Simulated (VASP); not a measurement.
Wanted: the native input for a VASP 6.6.1 run.

```
Task                   : single point
Functional             : LDA
Potentials or basis    : VASP PAW LDA potentials, release 64 (Ca_sv, O)
Cutoff                 : 520 eV
k mesh                 : 8 × 8 × 8
Occupations            : gaussian, width 0.01 eV
Spin                   : no spin polarisation
Dipole correction      : no
Further INCAR settings : ALGO = Normal; EDIFF = 1e-07; NBANDS = 15
```

The structure of CaO lies in POSCAR:

```
CaO
1.0
    2.3068708221      2.3068708221      0.0000000000
   -2.3068708221      2.3068708221      0.0000000000
    0.0000000000      2.3068708221      2.3821972163
Ca O
1 1
Direct
    0.0000000000      0.0000000000      0.0000000000
    0.5000000000      0.5000000000      0.0000000000
```

This cell differs from its parent crystal: in-plane strain -0.02.

One way to write it, as run:

INCAR

```
SYSTEM = CaO
ALGO = Normal
EDIFF = 1E-7
ENCUT = 520
ISIF = 2
ISMEAR = 0
LASPH = .TRUE.
LCHARG = .FALSE.
LREAL = .FALSE.
LWAVE = .FALSE.
NBANDS = 15
NELM = 60
PREC = Accurate
SIGMA = 0.01
```

KPOINTS

```
k-points
0
G
  8 8 8
  0 0 0
```

Potentials or basis: VASP PAW LDA potentials, release 64 (Ca_sv, O).

Run with:

```bash
$ cat potpaw_LDA.64/Ca_sv/POTCAR potpaw_LDA.64/O/POTCAR > POTCAR
$ mpirun -np 1 vasp_std > vasp.out
```

It gave:

```json
{
 "Pressure": "5.3 GPa",
 "Band gap on the k mesh": "3.33 eV, indirect (least direct gap 3.68 eV)"
}
```

Caveat: the cell differs from its parent crystal (in-plane strain -0.02).

It took 12 s on 1 thread of Intel Xeon 6975P-C, with other jobs on the host, peak memory 0.15 GiB.
